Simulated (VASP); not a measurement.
Runs of VASP 6.6.1 on BN (zincblende type). The structure is that of space group F-43m (No. 216), or close to it. The cells are those of the table. 

```csv
task,cell,cutoff (eV),gap on the mesh (eV),pressure (GPa)
single point,"a = 2.176 Å, angles 60.0°, 2 atoms",520,4.84,442.4
single point,"a = 2.175 Å, angles 60.0°, 2 atoms",520,4.84,(a)
relaxation of cell and atoms,"relaxed to 440 GPa from a = 2.175 Å, angles 60.0°, 2 atoms",600,4.84,440.0
relaxation of cell and atoms,"relaxed to 440 GPa from a = 2.162 Å, angles 60.0°, 2 atoms",600,4.84,440.0
```

Alike in all rows: level PBE; potentials or basis VASP PAW PBE potentials, release 64 (B, N); no spin polarisation; k mesh 18 × 18 × 18; smearing fermi-dirac 0.08 eV.

Fill in the values left out.

(a) 443.0.

Caveats: the cell is relaxed towards a set pressure, so the enthalpy falls and the energy may rise (some runs).

A k mesh can miss the band edges.
